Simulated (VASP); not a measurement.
Ir:

```
CELL_PARAMETERS angstrom
0.00000 2.05818 1.76365
2.05818 0.00000 1.76365
2.05818 2.05818 0.00000
ATOMIC_POSITIONS crystal
Ir 0.00000 0.00000 0.00000
```

This cell differs from its parent crystal: volume 14.942 Å^3 an atom, c/a of the conventional cell 0.8569.

Base run:

| Property | Result |
| --- | --- |
| Program | VASP 6.6.1 |
| Functional | LDA |
| Potentials or basis | VASP PAW LDA potentials, release 64 (Ir) |
| Cutoff | 520 eV |
| k mesh | 22 × 22 × 22 |
| Occupations | gaussian, width 0.15 eV |
| Spin | no spin polarisation |

Its results: pressure -19.6 GPa.

**Question.** The run is repeated on the same cell with these changes: potentials or basis from VASP PAW LDA potentials, release 64 (Ir) to VASP PAW LDA potentials, release 64 (Ir_sv_GW); cutoff from 520 eV to 500 eV; further incar settings from ALGO = Normal; EDIFF = 1e-07; NBANDS = 10 to ALGO = Normal; EDIFF = 1e-06; NBANDS = 14; valence electrons from 9 to 17. What comes out?

**Answer.** Pressure -23.2 GPa.
